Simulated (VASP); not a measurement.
# Si2Ni (Fm-3m) in VASP: a series of runs

Si2Ni is run at these levels: PBE, PBEsol; tasks: single point, relaxation of cell and atoms.

Program: VASP 6.6.1. These are calculated values, not measurements. Logs are shortened: lines on timing, memory, paths and dates and some standing lists are left out, and cuts for length are marked.

### Step 1. The cell of the first run

Symmetry: Fm-3m, No. 225, cubic system. The conventional cell has a = 5.406 Å, b = 5.406 Å, c = 5.406 Å, α = 90.00°, β = 90.00°, γ = 90.00°. Within 3.1 Å of Ni (site symmetry m-3m) lie 8 Si at 2.34 Å. Within 3.1 Å of Si (site symmetry -43m) lie 4 Ni at 2.34 Å and 6 Si at 2.70 Å.

### Step 2. Single point, PBE, collinear spin, ferromagnetic start

INCAR reads:

```
ALGO = Normal
EDIFF = 1E-6
ENCUT = 520
GGA = PE
ISIF = 2
ISMEAR = 0
ISPIN = 2
LASPH = True
LCHARG = False
LMAXMIX = 4
LORBIT = 11
LREAL = False
LWAVE = False
MAGMOM = 1 0 0
NBANDS = 20
NELM = 150
PREC = Accurate
SIGMA = 0.011
```

KPOINTS reads:

```
k-points
0
Gamma
  9 9 9
```

POSCAR reads:

```
Si2Ni
1.0
    0.0000000000      2.7030000000      2.7030000000
    2.7030000000      0.0000000000      2.7030000000
    2.7030000000      2.7030000000      0.0000000000
Ni Si
1 2
Direct
    0.0000000000      0.0000000000      0.0000000000
    0.7500000000      0.7500000000      0.7500000000
    0.2500000000      0.2500000000      0.2500000000
```

Potentials or basis: VASP PAW PBE potentials, release 64 (Ni, Si).

Launch:

```bash
$ cat potpaw_PBE.64/Ni/POTCAR potpaw_PBE.64/Si/POTCAR > POTCAR
$ mpirun -np 1 vasp_std > vasp.out
```

OUTCAR:

```text
EDIFF = 1E-6
   ENCUT = 520
   GGA = PE
   ISIF = 2
   ISMEAR = 0
   ISPIN = 2
   LASPH = True
   LORBIT = 11
   LREAL = False
   NELM = 150
   PREC = Accurate

 ion  position               nearest neighbor table
   1  0.000  0.000  0.000-   2 2.34   2 2.34   3 2.34   3 2.34   2 2.34   2 2.34   3 2.34   3 2.34

   2  0.750  0.750  0.750-   1 2.34   1 2.34   1 2.34   1 2.34   3 2.70   3 2.70   3 2.70   3 2.70
                             3 2.70   3 2.70
   3  0.250  0.250  0.250-   1 2.34   1 2.34   1 2.34   1 2.34   2 2.70   2 2.70   2 2.70   2 2.70
                             2 2.70   2 2.70

  LATTYP: Found a face centered cubic cell.
 ALAT       =     5.4060000000

  Lattice vectors:

 A1 = (   0.0000000000,   2.7030000000,   2.7030000000)
 A2 = (   2.7030000000,   0.0000000000,   2.7030000000)
 A3 = (   2.7030000000,   2.7030000000,   0.0000000000)

Analysis of symmetry for initial positions (statically):
=====================================================================
 Subroutine PRICEL returns:
 Original cell was already a primitive cell.

 Routine SETGRP: Setting up the symmetry group for a
 face centered cubic supercell.

 Subroutine GETGRP returns: Found 48 space group operations
 (whereof 48 operations were pure point group operations)
 out of a pool of 48 trial point group operations.

The static configuration has the point symmetry O_h .

Analysis of symmetry for dynamics (positions and initial velocities):
=====================================================================
 Subroutine PRICEL returns:
 Original cell was already a primitive cell.

 Routine SETGRP: Setting up the symmetry group for a
 face centered cubic supercell.

 Subroutine GETGRP returns: Found 48 space group operations
 (whereof 48 operations were pure point group operations)
 out of a pool of 48 trial point group operations.

The dynamic configuration has the point symmetry O_h .

Analysis of structural, dynamic, and magnetic symmetry:
=====================================================================
 Subroutine PRICEL returns:
 Original cell was already a primitive cell.

 Routine SETGRP: Setting up the symmetry group for a
 face centered cubic supercell.

 Subroutine GETGRP returns: Found 48 space group operations
 (whereof 48 operations were pure point group operations)
 out of a pool of 48 trial point group operations.

The overall configuration has the point symmetry O_h .

 Subroutine INISYM returns: Found 48 space group operations
 (whereof 48 operations are pure point group operations),
 and found     1 'primitive' translations

----------------------------------------------------------------------------------------

[... 118 lines left out ...]
   LORBIT       =     11    0 simple, 1 ext, 2 COOP (PROOUT), +10 PAW based schemes
   GGA     = PE    functional components
   LHFCALC =     F    Hartree Fock is set to
   AEXX    =    0.0000 exact exchange contribution
   IVDW    =     0    specifies the selected vdW correction
   LEPSILON=     F    determine dielectric tensor
   LRPA    =     F    only Hartree local field effects (RPA)
 spin polarized calculation
 Gauss-broadening in eV      SIGMA  =   0.01
  energy-cutoff  :      520.00
  volume of cell :       39.50
 maximum number of plane-waves:      1073
   NGX = 15   NGY = 15   NGZ = 15

 number of electron      17.9999999 magnetization      -0.0000168

 number of electron      17.9999999 magnetization       0.0000436

 Free energy of the ion-electron system (eV)
  ---------------------------------------------------
  ext. energy  EPLUGINS =         0.00000000
  ---------------------------------------------------
  free energy    TOTEN  =       -17.36090834 eV

  energy without entropy =      -17.36080649  energy(sigma->0) =      -17.36085741

 E-fermi :  10.5282     XC(G=0): -11.5862

 val. band max:       10.4130215262   @ k =   0.3333   0.2222   0.0000
 cond. band min:      10.5318402207   @ k =   0.1111   0.1111   0.0000
 fundamental gap:      0.1188186945
 Fermi energy:        10.5281519774

 spin component 1

 k-point     1 :       0.0000    0.0000    0.0000
  band No.  band energies     occupation
      1      -3.3982      1.00000
      2       5.2547      1.00000
      3       5.2547      1.00000
      4       5.2547      1.00000
      5       6.9476      1.00000
      6       6.9476      1.00000
[... 541 lines left out ...]
     19      24.2225      0.00000
     20      24.2225      0.00000

 [... further k-points ...]

 spin component 2

 k-point     1 :       0.0000    0.0000    0.0000
  band No.  band energies     occupation
      1      -3.3982      1.00000
      2       5.2547      1.00000
      3       5.2547      1.00000
      4       5.2547      1.00000
      5       6.9477      1.00000
      6       6.9477      1.00000
[... 541 lines left out ...]
     19      24.2225      0.00000
     20      24.2225      0.00000

 [... further k-points ...]
[... 5 lines left out ...]
  --------------------------------------------------------------------------------------
  -------------------------------------------------------------------------------------
  Total        0.9469355      0.9469355      0.9469355      0.0000000      0.0000000      0.0000000
  in kB       38.4116383     38.4116383     38.4116383      0.0000000      0.0000000      0.0000000
  external PRESSURE =      38.4116383 kB  Pullay stress =       0.0000000 kB

 VOLUME and BASIS-vectors are now :
 -----------------------------------------------------------------------------
  energy-cutoff  :      520.00
  volume of cell :       39.50
      direct lattice vectors                 reciprocal lattice vectors
     0.000000000  2.703000000  2.703000000    -0.184979652  0.184979652  0.184979652
     2.703000000  0.000000000  2.703000000     0.184979652 -0.184979652  0.184979652
     2.703000000  2.703000000  0.000000000     0.184979652  0.184979652 -0.184979652

 POSITION                                       TOTAL-FORCE (eV/Angst)
 -----------------------------------------------------------------------------------
      0.00000      0.00000      0.00000        -0.000000      0.000000     -0.000000
      4.05450      4.05450      4.05450        -0.000000     -0.000000      0.000000
      1.35150      1.35150      1.35150         0.000000     -0.000000      0.000000
 -----------------------------------------------------------------------------------
    total drift:                               -0.000000     -0.000000      0.000000

  FREE ENERGIE OF THE ION-ELECTRON SYSTEM (eV)
  ---------------------------------------------------
  free  energy   TOTEN  =       -17.3609083355 eV

  energy  without entropy=      -17.3608064892  energy(sigma->0) =      -17.36085741

 total charge

# of ion       s       p       d       tot
------------------------------------------
    1        0.560   0.795   8.452   9.807
    2        0.747   0.842   0.000   1.589
    3        0.747   0.842   0.000   1.589
--------------------------------------------------
tot          2.054   2.479   8.452  12.985

 magnetization (x)

# of ion       s       p       d       tot
------------------------------------------
    1       -0.000  -0.000   0.000  -0.000
    2        0.000   0.000   0.000   0.000
    3        0.000   0.000   0.000   0.000
--------------------------------------------------
tot          0.000  -0.000   0.000   0.000
```

OSZICAR:

```text
N       E                     dE             d eps       ncg     rms          rms(c)
DAV:   1     0.741970761936E+02    0.74197E+02   -0.71331E+03  2816   0.898E+02
DAV:   2    -0.142389256788E+02   -0.88436E+02   -0.78830E+02  2920   0.199E+02
DAV:   3    -0.191926869597E+02   -0.49538E+01   -0.48437E+01  3404   0.491E+01
DAV:   4    -0.192713430738E+02   -0.78656E-01   -0.78508E-01  3252   0.554E+00
DAV:   5    -0.192730507108E+02   -0.17076E-02   -0.17075E-02  3356   0.883E-01    0.171E+01
DAV:   6    -0.241781972766E+02   -0.49051E+01   -0.30199E+01  3156   0.119E+02    0.246E+01
DAV:   7    -0.175000434841E+02    0.66782E+01   -0.93879E+00  3524   0.730E+01    0.354E+00
DAV:   8    -0.174005319502E+02    0.99512E-01   -0.10963E+00  3780   0.156E+01    0.254E+00
DAV:   9    -0.173609666700E+02    0.39565E-01   -0.18435E-01  3576   0.647E+00    0.506E-01
DAV:  10    -0.173608006437E+02    0.16603E-03   -0.55621E-03  3876   0.805E-01    0.307E-01
DAV:  11    -0.173608789912E+02   -0.78347E-04   -0.59978E-04  3184   0.254E-01    0.130E-01
DAV:  12    -0.173608982943E+02   -0.19303E-04   -0.63091E-05  3344   0.476E-02    0.330E-02
DAV:  13    -0.173609063789E+02   -0.80846E-05   -0.74988E-06  3172   0.279E-02    0.119E-02
DAV:  14    -0.173609083698E+02   -0.19910E-05   -0.39531E-06  3168   0.218E-02    0.637E-03
DAV:  15    -0.173609083355E+02    0.34277E-07   -0.84863E-07  2792   0.824E-03
   1 F= -.17360908E+02 E0= -.17360857E+02  d E =-.101846E-03  mag=    -0.0000
```

stdout:

```text
POSCAR found type information on POSCAR NiSi
 POSCAR found :  2 types and       3 ions
 scaLAPACK will be used
 LDA part: xc-table for (Slater+PW92), standard interpolation
 POSCAR, INCAR and KPOINTS ok, starting setup
 FFT: planning ... GRIDC
 FFT: planning ... GRID_SOFT
 FFT: planning ... GRID
 WAVECAR not read
 entering main loop
```

Wall time 1.7 min (1 thread of AMD EPYC 7R13, shared host); peak memory 0.17 GiB.

What came out:

| Property | Result |
| --- | --- |
| Free energy | -17.3609 eV |
| Pressure | 3.8 GPa |
| Band gap on the k mesh | zero (filled and empty bands overlap) |
| Net moment | 0.00 μB per cell |
| Valence electrons inside the program's atomic spheres | Ni 9.81; Si 1.59 |

Caveat: the cell stands under pressure.

### Step 3. Single point, PBE, collinear spin, ferromagnetic start

This run uses another cell than the first one, of 13.50 Å³/atom.

INCAR reads:

```
  ALGO = Normal
  EDIFF = 1E-7
  ENCUT = 520
  GGA = PE
  ISIF = 2
  ISMEAR = -1
  ISPIN = 2
  LASPH = True
  LCHARG = False
  LMAXMIX = 4
  LORBIT = 11
  LREAL = False
  LWAVE = False
  MAGMOM = 1 0 0
  NBANDS = 20
  NELM = 150
  PREC = Accurate
  SIGMA = 0.05
```

KPOINTS is that of step 2.

POSCAR reads:

```
Si2Ni
1.0
    0.0000000000      2.7257693907      2.7257693907
    2.7257693907      0.0000000000      2.7257693907
    2.7257693907      2.7257693907      0.0000000000
Ni Si
1 2
Direct
    0.0000000000      0.0000000000      0.0000000000
    0.7500000000      0.7500000000      0.7500000000
    0.2500000000      0.2500000000      0.2500000000
```

Potentials or basis: VASP PAW PBE potentials, release 64 (Ni, Si).

Launch:

```bash
$ cat potpaw_PBE.64/Ni/POTCAR potpaw_PBE.64/Si/POTCAR > POTCAR
$ mpirun -np 1 vasp_std > vasp.out
```

Wall time 2.1 min (1 thread of AMD EPYC 7R13, shared host); peak memory 0.18 GiB.

The run converged. Its results:

```
Free energy                                           : -17.3759 eV
Pressure                                              : -0.1 GPa
Band gap on the k mesh                                : zero (filled and empty bands overlap)
Net moment                                            : 0.00 μB per cell
Valence electrons inside the program's atomic spheres : Ni 9.74; Si 1.57
```

Levels at points of the mesh, in eV from the Fermi level:
Spin up:
```csv
k point,band 5,band 6,band 7,band 8,band 9,band 10,band 11,band 12,band 13,band 14
"(0.00, 0.00, 0.00)",-3.37,-3.37,-0.49,1.67,1.67,1.67,2.33,2.33,2.33,4.67
```
Spin down:
```
           k point  band 5  band 6  band 7  band 8  band 9  band 10  band 11  band 12  band 13  band 14
(0.00, 0.00, 0.00)   -3.37   -3.37   -0.49    1.67    1.67     1.67     2.33     2.33     2.33     4.67
```

### Step 4. Relaxation of cell and atoms, PBE, collinear spin, ferromagnetic start

INCAR reads:

```
SYSTEM = Si2Ni
  PREC = Accurate
  ENCUT = 600
  EDIFF = 1E-6
  ISMEAR = -1
  SIGMA = 0.05
  LREAL = .False.
  LASPH = .True.
  NELM = 150
  ALGO = Normal
  ISIF = 3
  LWAVE = .False.
  LCHARG = .False.
  ISPIN = 2
  MAGMOM = 1 0 0
  LORBIT = 11
  LMAXMIX = 4
  GGA = PE
  IBRION = 2
  NSW = 60
  EDIFFG = -0.01
```

KPOINTS reads:

```
regular mesh
0
Gamma
  9 9 9
  0 0 0
```

POSCAR reads:

```
Si2Ni
1.0
    0.0000000000      2.7030000000      2.7030000000
    2.7030000000      0.0000000000      2.7030000000
    2.7030000000      2.7030000000      0.0000000000
Ni Si
1 2
Direct
    0.0000000000      0.0000000000      0.0000000000
    0.7500000000      0.7500000000      0.7500000000
    0.2500000000      0.2500000000      0.2500000000
```

Launch:

```bash
$ cat potpaw_PBE.64/Ni/POTCAR potpaw_PBE.64/Si/POTCAR > POTCAR
$ mpirun -np 1 vasp_std > vasp.out
```

Wall time 3 min (1 thread of AMD EPYC 7R13, shared host); peak memory 0.2 GiB.

The run converged. Its results:

```
Free energy                                           : -17.3756 eV
Relaxed volume                                        : 13.50 Å³/atom
Relaxed cell                                          : a = 3.855 Å, b = 3.855 Å, c = 3.855 Å, α = 60.00°, β = 60.00°, γ = 60.00°
Space group after relaxing (to 0.1 Å)                 : Fm-3m (No. 225)
Energy gained by relaxing                             : 3.8 meV/atom
Ionic steps                                           : 3
Pressure after relaxing                               : 0.1 GPa
Band gap on the k mesh                                : zero (filled and empty bands overlap)
Net moment                                            : 0.00 μB per cell
Valence electrons inside the program's atomic spheres : Ni 9.74; Si 1.57
```

The path:
| step | energy change (eV) | largest force (eV/Å) | pressure (GPa) | volume (Å³) |
| --- | --- | --- | --- | --- |
| 1 | 0.0000 | 0.0000 | 3.69 | 39.50 |
| 2 | -0.0052 | 0.0000 | -2.68 | 41.26 |
| 3 | -0.0114 | 0.0000 | 0.05 | 40.50 |

Final structure:
```
Ni Si
1.0
     0.00000    2.72575    2.72575
     2.72575    0.00000    2.72575
     2.72575    2.72575    0.00000
Ni Si
1 2
Direct
  0.00000 0.00000 0.00000
  0.75000 0.75000 0.75000
  0.25000 0.25000 0.25000
```

Levels at points of the mesh, in eV from the Fermi level:
Spin up:
| k point | band 7 | band 8 | band 9 | band 10 | band 11 | band 12 |
| --- | --- | --- | --- | --- | --- | --- |
| (0.00, 0.00, 0.00) | -0.49 | 1.67 | 1.67 | 1.67 | 2.33 | 2.33 |
Spin down:
```
           k point  band 6  band 7  band 8  band 9  band 10  band 11  band 12  band 13
(0.00, 0.00, 0.00)   -3.37   -0.49    1.67    1.67     1.67     2.33     2.33     2.33
```

### Step 5. Single point, PBEsol, collinear spin, zero start

INCAR reads:

```
SYSTEM = Si2Ni
PREC = Accurate
ENCUT = 520
EDIFF = 1E-6
ISMEAR = -1
SIGMA = 0.05
LREAL = .False.
LASPH = .True.
NELM = 150
ALGO = Normal
ISIF = 2
LWAVE = .False.
LCHARG = .True.
ISPIN = 2
MAGMOM = 0 0 0
LORBIT = 11
NUPDOWN = 0.0
LMAXMIX = 4
GGA = PS
LELF = .True.
LVHAR = .True.
NBANDS = 20
```

KPOINTS reads:

```
Automatic mesh
0
Gamma
  7 7 7
  0 0 0
```

POSCAR is that of step 4.

Launch:

```bash
$ cat potpaw_PBE.64/Ni/POTCAR potpaw_PBE.64/Si/POTCAR > POTCAR
$ mpirun -np 1 vasp_std > vasp.out
```

Run time: 32 s. Hardware: 1 thread of Intel Xeon Platinum 8259CL at 2.50GHz (Skylake/Cascade Lake), shared host; peak memory 0.18 GiB.

It converged, with:

* Free energy: -18.9985 eV
* Pressure: -1.3 GPa
* Net moment: 0.00 μB per cell
* Valence electrons inside the program's atomic spheres: Ni 9.83; Si 1.58

Caveat: the PAW data sets were made with another functional, which shifts forces and pressure a little; the total moment is fixed, so each spin has its own Fermi level.

### Step 6. Single point, PBEsol, collinear spin, ferromagnetic start

INCAR reads:

```
PREC = Accurate
ENCUT = 520
EDIFF = 1E-6
ISMEAR = -1
SIGMA = 0.05
LREAL = F
LASPH = T
NELM = 150
ALGO = Normal
ISIF = 2
LWAVE = F
LCHARG = F
ISPIN = 2
MAGMOM = 0.2 0 0
LORBIT = 11
NUPDOWN = 0.2
LMAXMIX = 4
GGA = PS
NBANDS = 20
```

KPOINTS reads:

```
Automatic mesh
0
Gamma
  7 7 7
```

POSCAR is that of step 5.

Potentials or basis: VASP PAW PBE potentials, release 64 (Ni, Si).

Launch:

```bash
$ cat potpaw_PBE.64/Ni/POTCAR potpaw_PBE.64/Si/POTCAR > POTCAR
$ mpirun -np 1 vasp_std > vasp.out
```

Wall time 34 s (1 thread of Intel Xeon Platinum 8259CL at 2.50GHz (Skylake/Cascade Lake), shared host); peak memory 0.18 GiB.

It converged, with:

```
Free energy                                           : -18.9702 eV
Pressure                                              : -1.4 GPa
Net moment                                            : 0.20 μB per cell
Site moments                                          : Ni +0.11; Si +0.03 μB
Valence electrons inside the program's atomic spheres : Ni 9.83; Si 1.58
```

Caveat: the PAW data sets were made with another functional, which shifts forces and pressure a little; the total moment is fixed, so each spin has its own Fermi level.

### Step 7. The runs side by side

| task | level | spin | fixed moment (μB) | cell | k mesh | cutoff (eV) | smearing | gap on the mesh (eV) | pressure (GPa) | moment (μB) |
| --- | --- | --- | --- | --- | --- | --- | --- | --- | --- | --- |
| single point | PBE | collinear, ferromagnetic start | - | a = 3.823 Å, angles 60.0°, 3 atoms | 9 × 9 × 9 | 520 | gaussian 0.011 eV | none | 3.8 | 0.00 |
| single point | PBE | collinear, ferromagnetic start | - | a = 3.855 Å, angles 60.0°, 3 atoms | 9 × 9 × 9 | 520 | fermi-dirac 0.05 eV | none | -0.1 | 0.00 |
| relaxation of cell and atoms | PBE | collinear, ferromagnetic start | - | relaxed from a = 3.823 Å, angles 60.0°, 3 atoms | 9 × 9 × 9 | 600 | fermi-dirac 0.05 eV | none | 0.1 | 0.00 |
| single point | PBEsol | collinear, zero start | 0.0 | a = 3.823 Å, angles 60.0°, 3 atoms | 7 × 7 × 7 | 520 | fermi-dirac 0.05 eV | - | -1.3 | 0.00 |
| single point | PBEsol | collinear, ferromagnetic start | 0.2 | a = 3.823 Å, angles 60.0°, 3 atoms | 7 × 7 × 7 | 520 | fermi-dirac 0.05 eV | - | -1.4 | 0.20 |

Alike in all rows: potentials or basis VASP PAW PBE potentials, release 64 (Ni, Si).

The pressure there spans -1.4 GPa (PBEsol) to 3.8 GPa (PBE); a positive pressure means that this level wants a larger cell, a negative one a smaller.

Caveats: the PAW data sets were made with another functional, which shifts forces and pressure a little (at least some runs); the total moment is fixed, so each spin has its own Fermi level (at least some runs); the cell stands under pressure (at least some runs).

Absolute energies hang on the potentials; compare differences alone.
